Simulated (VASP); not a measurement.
# Ni2H (P-3m1) in VASP: single point with PBEsol

Aim: the single point of Ni2H with PBEsol.

Everything below comes from runs of VASP 6.6.1. Logs are shortened: lines on timing, memory, paths and dates and some standing lists are left out, and cuts for length are marked.

## (1) The cell of the first run

The structure is trigonal, space group P-3m1 (No. 164). Conventional cell: a = 2.512 Å, b = 2.512 Å, c = 4.080 Å, α = 90.00°, β = 90.00°, γ = 120.00°. Within 2.6 Å of Ni (site symmetry 3m) lie 3 H at 1.79 Å and 12 Ni at 2.45 to 2.56 Å. Within 2.4 Å of H (site symmetry -3m) lie 6 Ni at 1.79 Å.

## (2) Single point, PBEsol, collinear spin, ferromagnetic start (strain along c alone, the other axes held: -2.0 %, then relaxed in part)

Contents of INCAR:

```
SYSTEM = Ni2H
ALGO = Normal
EDIFF = 1E-6
ENCUT = 520
GGA = PS
ISIF = 2
ISMEAR = 0
ISPIN = 2
LASPH = .True.
LCHARG = .False.
LMAXMIX = 4
LORBIT = 11
LREAL = .False.
LWAVE = .False.
MAGMOM = 0.16 0.16 0
NBANDS = 22
NELM = 150
PREC = Accurate
SIGMA = 0.1
```

Contents of KPOINTS:

```
k-points
0
Gamma
  24 24 12
  0 0 0
```

Contents of POSCAR:

```
Ni2H
1.0
    2.5119182853      0.0000000000      0.0000000000
   -1.2559591426      2.1753850473      0.0000000000
    0.0000000000      0.0000000000      4.0800044344
Ni H
2 1
Direct
    0.3333333333      0.6666666667      0.2587229678
    0.6666666667      0.3333333333      0.7412770322
    0.0000000000      0.0000000000      0.0000000000
```

Potentials or basis: VASP PAW PBE potentials, release 64 (Ni, H).

Command:

```bash
$ cat potpaw_PBE.64/Ni/POTCAR potpaw_PBE.64/H/POTCAR > POTCAR
$ mpirun -np 1 vasp_std > vasp.out
```

OUTCAR:

```text
SYSTEM = Ni2H
   EDIFF = 1E-6
   ENCUT = 520
   GGA = PS
   ISIF = 2
   ISMEAR = 0
   ISPIN = 2
   LASPH = .True.
   LORBIT = 11
   LREAL = .False.
   NELM = 150
   PREC = Accurate

 ion  position               nearest neighbor table
   1  0.333  0.667  0.259-   3 1.79   3 1.79   3 1.79   2 2.45   2 2.45   2 2.45   2 2.56   2 2.56
                             2 2.56
   2  0.667  0.333  0.741-   3 1.79   3 1.79   3 1.79   1 2.45   1 2.45   1 2.45   1 2.56   1 2.56
                             1 2.56
   3  0.000  0.000  0.000-   1 1.79   2 1.79   1 1.79   2 1.79   2 1.79   1 1.79

  LATTYP: Found a hexagonal cell.
 ALAT       =     2.5119182853
 C/A-ratio  =     1.6242584236

  Lattice vectors:

 A1 = (   2.5119182853,   0.0000000000,   0.0000000000)
 A2 = (  -1.2559591426,   2.1753850473,   0.0000000000)
 A3 = (   0.0000000000,   0.0000000000,   4.0800044344)

Analysis of symmetry for initial positions (statically):
=====================================================================
 Subroutine PRICEL returns:
 Original cell was already a primitive cell.

 Routine SETGRP: Setting up the symmetry group for a
 hexagonal supercell.

 Subroutine GETGRP returns: Found 12 space group operations
 (whereof 12 operations were pure point group operations)
 out of a pool of 24 trial point group operations.

The static configuration has the point symmetry D_3d.

Analysis of symmetry for dynamics (positions and initial velocities):
=====================================================================
 Subroutine PRICEL returns:
 Original cell was already a primitive cell.

 Routine SETGRP: Setting up the symmetry group for a
 hexagonal supercell.

 Subroutine GETGRP returns: Found 12 space group operations
 (whereof 12 operations were pure point group operations)
 out of a pool of 24 trial point group operations.

The dynamic configuration has the point symmetry D_3d.

Analysis of structural, dynamic, and magnetic symmetry:
=====================================================================
 Subroutine PRICEL returns:
 Original cell was already a primitive cell.

 Routine SETGRP: Setting up the symmetry group for a
 hexagonal supercell.

 Subroutine GETGRP returns: Found 12 space group operations
 (whereof 12 operations were pure point group operations)
 out of a pool of 24 trial point group operations.

The overall configuration has the point symmetry D_3d.

 Subroutine INISYM returns: Found 12 space group operations
[... 123 lines left out ...]
   LORBIT       =     11    0 simple, 1 ext, 2 COOP (PROOUT), +10 PAW based schemes
   GGA     = PS    functional components
   LHFCALC =     F    Hartree Fock is set to
   AEXX    =    0.0000 exact exchange contribution
   IVDW    =     0    specifies the selected vdW correction
   LEPSILON=     F    determine dielectric tensor
   LRPA    =     F    only Hartree local field effects (RPA)
 spin polarized calculation
 Gauss-broadening in eV      SIGMA  =   0.10
  energy-cutoff  :      520.00
  volume of cell :       22.29
 maximum number of plane-waves:       616
 NGX is ok and might be reduce to    20
   NGX =  9   NGY =  9   NGZ = 15

 number of electron      20.9999992 magnetization       0.2276054

 Free energy of the ion-electron system (eV)
  ---------------------------------------------------
  ext. energy  EPLUGINS =         0.00000000
  ---------------------------------------------------
  free energy    TOTEN  =       -15.74757782 eV

  energy without entropy =      -15.72858071  energy(sigma->0) =      -15.73807927

 E-fermi :   9.7141     XC(G=0): -13.7200

 val. band max:        9.7140215955   @ k =  -0.1667  -0.4583   0.3333
 cond. band min:       9.7144958064   @ k =   0.3333   0.1250   0.3333
 fundamental gap:      0.0004742109
 Fermi energy:         9.7140790335

 spin component 1

 k-point     1 :       0.0000    0.0000    0.0000
  band No.  band energies     occupation
      1      -1.9683      1.00000
      2       4.8432      1.00000
      3       6.8397      1.00000
      4       7.6601      1.00000
      5       7.6601      1.00000
      6       7.7549      1.00000
[... 589 lines left out ...]
     21      35.8632      0.00000
     22      39.1979      0.00000

 [... further k-points ...]

 spin component 2

 k-point     1 :       0.0000    0.0000    0.0000
  band No.  band energies     occupation
      1      -1.9707      1.00000
      2       4.9153      1.00000
      3       6.8436      1.00000
      4       7.7821      1.00000
      5       7.7821      1.00000
      6       7.8800      1.00000
[... 589 lines left out ...]
     21      35.8755      0.00000
     22      39.2138      0.00000

 [... further k-points ...]

------------------------ aborting loop because EDIFF is reached ----------------------------------------

  FORCE on cell =-STRESS in cart. coord.  units (eV):
  Direction    XX          YY          ZZ          XY          YZ          ZX
  --------------------------------------------------------------------------------------
  -------------------------------------------------------------------------------------
  Total        0.4610700      0.4610700      1.0695108      0.0000000      0.0000000      0.0000000
  in kB       33.1341006     33.1341006     76.8587758      0.0000000      0.0000000      0.0000000
  external PRESSURE =      47.7089923 kB  Pullay stress =       0.0000000 kB

 VOLUME and BASIS-vectors are now :
 -----------------------------------------------------------------------------
  energy-cutoff  :      520.00
  volume of cell :       22.29
      direct lattice vectors                 reciprocal lattice vectors
     2.511918285  0.000000000  0.000000000     0.398102122  0.229844367  0.000000000
    -1.255959143  2.175385047  0.000000000     0.000000000  0.459688735  0.000000000
     0.000000000  0.000000000  4.080004434     0.000000000  0.000000000  0.245097773

 POSITION                                       TOTAL-FORCE (eV/Angst)
 -----------------------------------------------------------------------------------
     -0.00000      1.45026      1.05559        -0.000000      0.000000      0.017641
      1.25596      0.72513      3.02441         0.000000      0.000000     -0.017641
      0.00000      0.00000      0.00000        -0.000000      0.000000      0.000000
 -----------------------------------------------------------------------------------
    total drift:                                0.000000     -0.000000     -0.000000

  FREE ENERGIE OF THE ION-ELECTRON SYSTEM (eV)
  ---------------------------------------------------
  free  energy   TOTEN  =       -15.7475778244 eV

  energy  without entropy=      -15.7285807060  energy(sigma->0) =      -15.73807927

 total charge

# of ion       s       p       d       tot
------------------------------------------
    1        0.475   0.568   8.439   9.482
    2        0.475   0.568   8.439   9.482
    3        0.509   0.043   0.000   0.552
--------------------------------------------------
tot          1.459   1.180  16.878  19.516

 magnetization (x)

# of ion       s       p       d       tot
------------------------------------------
    1       -0.001  -0.003   0.119   0.115
    2       -0.001  -0.003   0.119   0.115
    3       -0.001  -0.000   0.000  -0.001
--------------------------------------------------
tot         -0.003  -0.007   0.239   0.229
```

stdout:

```text
POSCAR found type information on POSCAR NiH
 POSCAR found :  2 types and       3 ions
 scaLAPACK will be used
 -----------------------------------------------------------------------------
|                                                                             |
|                                                                             |
|     You enforced a specific xc type in the INCAR file but a different       |
|     I HOPE YOU KNOW WHAT YOU ARE DOING!                                     |
|                                                                             |
 -----------------------------------------------------------------------------

 LDA part: xc-table for (Slater+PW92), standard interpolation
 POSCAR, INCAR and KPOINTS ok, starting setup
 FFT: planning ... GRIDC
 FFT: planning ... GRID_SOFT
 FFT: planning ... GRID
 WAVECAR not read
 entering main loop
```

Run time: 3.6 min. Hardware: 1 thread of Intel Xeon 6975P-C (Granite Rapids), shared host; peak memory 0.52 GiB.

Results:

| Property | Result |
| --- | --- |
| Free energy | -15.7476 eV |
| Pressure | 4.8 GPa |
| Largest force | 0.018 eV/Å |
| Net moment | 0.23 μB per cell |
| Site moments | Ni +0.12; H -0.00 μB |
| Valence electrons inside the program's atomic spheres | Ni 9.48; H 0.55 |

Forces in eV/Å, atoms in the order of the input:
```
Ni   0.000  0.000  0.018
Ni   0.000  0.000 -0.018
H    0.000  0.000  0.000
```

Stress tensor (GPa, compression positive):
```
3.31 0.00 0.00
0.00 3.31 0.00
0.00 0.00 7.69
```

Caveat: the cell differs from its parent crystal (strain along c alone, the other axes held: -2.0 %, then relaxed in part); the cell stands under pressure; the PAW data sets were made with another functional, which shifts forces and pressure a little.
